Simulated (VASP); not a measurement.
Here is a VASP 6.6.1 calculation.

Contents of INCAR:

```
SYSTEM = Lu
PREC = Accurate
ENCUT = 520
EDIFF = 1E-6
ISMEAR = 0
SIGMA = 0.05
LREAL = .FALSE.
LASPH = .TRUE.
NELM = 60
ALGO = Normal
ISIF = 2
LWAVE = .FALSE.
LCHARG = .FALSE.
GGA = PE
NBANDS = 32
```

File KPOINTS:

```
Automatic mesh
0
G
  6 6 4
  0 0 0
```

The input POSCAR:

```
Lu
1.0
    3.5140222445      0.0000000000      0.0000000000
   -1.7570111223      3.0432325332      0.0000000000
    0.0000000000      0.0000000000      5.4169366373
Lu
2
Direct
    0.3333333333      0.6666666667      0.7500000000
    0.6666666667      0.3333333333      0.2500000000
```

Potentials or basis: VASP PAW PBE potentials, release 64 (Lu).

Command:

```sh
$ cat potpaw_PBE.64/Lu/POTCAR > POTCAR
$ mpirun -np 1 vasp_std > vasp.out
```

Problem. Predict the pressure.

Solution. 0.6 GPa.

Problem. What does it give for the band gap on the k mesh?

Solution. Zero (band 25 reaches 3.53 eV, above the bottom of band 26 at 1.58 eV).

Stress tensor (GPa, compression positive):
```
0.51 0.00 0.00
0.00 0.51 0.00
0.00 0.00 0.68
```

Caveat: spin-orbit coupling is left out, which moves the levels of the heavy elements.
